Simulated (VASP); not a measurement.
Write the native input for VASP 6.6.1 that does the following.

```yaml
Task: single point
Functional: PBEsol
Potentials_or_basis: VASP PAW PBE potentials, release 64 (Cu, Au)
Cutoff: 520 eV
k_mesh: 8 × 8 × 8
Occupations: gaussian, width 0.1 eV
Spin: no spin polarisation
Dipole_correction: no
Further_INCAR_settings: ALGO = Normal; EDIFF = 1e-06; NBANDS = 18
```

The structure of CuAu lies in POSCAR:

```
CuAu
1.0
    4.4634433571     -0.0136940769     -0.0084905989
    3.5654303784      2.6851853468     -0.0084905989
    3.5654303784      1.1863452388      2.4089162316
Cu Au
1 1
Direct
    0.5000000000      0.5000000000      0.5000000000
    0.0000000000      0.0000000000      0.0000000000
```

One way to write it, as run:

INCAR

```
ALGO = Normal
EDIFF = 1E-6
ENCUT = 520
GGA = PS
ISIF = 2
ISMEAR = 0
LASPH = T
LCHARG = F
LREAL = F
LWAVE = F
NBANDS = 18
NELM = 60
PREC = Accurate
SIGMA = 0.1
```

KPOINTS

```
k-points
0
Gamma
  8 8 8
```

Potentials or basis: VASP PAW PBE potentials, release 64 (Cu, Au).

Run with:

```bash
$ cat potpaw_PBE.64/Cu/POTCAR potpaw_PBE.64/Au/POTCAR > POTCAR
$ mpirun -np 1 vasp_std > vasp.out
```

Results of the run:

```json
{"Pressure": "0.0 GPa", "Band gap on the k mesh": "zero (band 11 reaches 10.30 eV, above the bottom of band 12 at 6.31 eV)"}
```

Caveat: the PAW data sets were made with another functional, which shifts forces and pressure a little; spin-orbit coupling is left out, which moves the levels of the heavy elements.

It took 82 s on 1 thread of Intel(R) Xeon(R) Platinum 8375C CPU @ 2.90GHz (Ice Lake), on a shared host, peak memory 0.21 GiB.
